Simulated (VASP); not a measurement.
TiC (rocksalt type), 2 atoms in the cell. Symmetry: Fm-3m, No. 225, cubic system. Conventional cell: a = 4.333 Å, b = 4.333 Å, c = 4.333 Å, α = 90.00°, β = 90.00°, γ = 90.00°. Within 2.9 Å of Ti (site symmetry m-3m) lie 6 C at 2.17 Å. C (site symmetry m-3m) has 6 Ti at 2.17 Å within 2.9 Å. 

```yaml
Program: VASP 6.6.1
Task: single point
Functional: PBE
Potentials_or_basis: VASP PAW PBE potentials, release 64 (Ti_sv, C)
Cutoff: 520 eV
k_mesh: 15 × 15 × 15
Occupations: fermi-dirac, width 0.025 eV
Spin: collinear spin, zero start
Starting_moments: "[0.0, 0.0] μB"
Dipole_correction: no
Further_INCAR_settings: ALGO = Normal; EDIFF = 1e-07; NBANDS = 19
```

Potentials or basis: VASP PAW PBE potentials, release 64 (Ti_sv, C).

The run is started by

```bash
$ cat potpaw_PBE.64/Ti_sv/POTCAR potpaw_PBE.64/C/POTCAR > POTCAR
$ mpirun -np 1 vasp_std > vasp.out
```

Hardware: 1 thread of Intel Xeon 6975P-C (shared host).

Problem. How long does it take, and how much memory?

Solution. It took 63 s on 1 thread of Intel Xeon 6975P-C, with other jobs on the host, peak memory 0.2 GiB. Counts: scf iterations 17, k points 120.
